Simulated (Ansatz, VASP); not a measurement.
**One calculation of Hg, two programs**

```
Hg
1.0
     3.36717    0.00000    0.00000
     0.00000    5.42481    0.00000
    -1.67688    0.00000    2.98325
Hg
2
Direct
  0.34844 0.75000 0.19577
  0.65156 0.25000 0.80423
```

Alike in both runs: task single point; functional PBE; k mesh 9 × 5 × 9; occupations fermi-dirac, width 0.05 eV; no spin polarisation.

|  | VASP | Ansatz |
| --- | --- | --- |
| version | VASP 6.6.1 | Ansatz 0.2.0 |
| potentials or method | VASP PAW PBE potentials, release 64 (Hg) | Ansatz PAW |
| plane-wave cutoff (eV) | 520 | 420 |
| valence electrons in the cell | 24 | 40 |

```tsv
	VASP	Ansatz	Ansatz less VASP
gap on the k mesh at the Fermi level (eV)	none	none	-
pressure (GPa)	1.6	1.4	-0.15
traceless stress, the component that is largest in VASP (GPa)	0.42	0.41	-0.010
rms of the force components (eV/Å)	0.004	0.003	-0.0013
```

Atom by atom the forces differ by 0.001 eV/Å (rms over components). A gap of «none» marks a metal or a gap that the smearing closes. VASP's potentials hold 24 valence electrons a cell and Ansatz's 40, so a difference there can come from the potentials and not from the codes.

Neither program's run includes spin-orbit coupling.
